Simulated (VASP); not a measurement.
Runs of VASP 6.6.1 on C. The structure is that of space group P6/mmm (No. 191), or close to it. The cells are those of the table. 

```csv
task,cell,k mesh,cutoff (eV),gap on the mesh (eV),pressure (GPa)
single point,"a = 2.459, b = 2.459, c = 8.352 Å, angles 90.0, 90.0, 120.0°, 2 atoms",18 × 18 × 6,520,none,-
single point,"a = 2.459, b = 2.459, c = 8.523 Å, angles 90.0, 90.0, 120.0°, 2 atoms",18 × 18 × 6,520,none,-
single point,"a = 2.421, b = 2.421, c = 2.880 Å, angles 90.0, 90.0, 120.0°, 2 atoms",18 × 18 × 12,520,none,22.8
single point,"a = 2.459, b = 2.459, c = 8.693 Å, angles 90.0, 90.0, 120.0°, 2 atoms",18 × 18 × 6,520,none,-
relaxation of cell and atoms,"relaxed to 11 GPa from a = 2.448, b = 2.448, c = 3.302 Å, angles 90.0, 90.0, 120.0°, 2 atoms",18 × 18 × 12,600,none,11.0
single point,"a = 2.448, b = 2.448, c = 3.302 Å, angles 90.0, 90.0, 120.0°, 2 atoms",18 × 18 × 6,520,none,(a)
```

Alike in all rows: level PBEsol; potentials or basis VASP PAW PBE potentials, release 64 (C); no spin polarisation; smearing fermi-dirac 0.15 eV.

Task: Estimate the missing entries.

Result: (a) 5.7.

Caveats: the PAW data sets were made with another functional, which shifts forces and pressure a little; there is no dipole correction, which matters where the two faces differ (at least some runs); this functional lacks dispersion, which binds layers or chains, so the pressure and a relaxed spacing across them are unreliable (at least some runs); the cell stands under pressure (at least some runs); the cell is relaxed towards a set pressure, so the run minimises the enthalpy, not the energy (at least some runs).

A gap of «none» marks levels without a gap at the run's occupations.
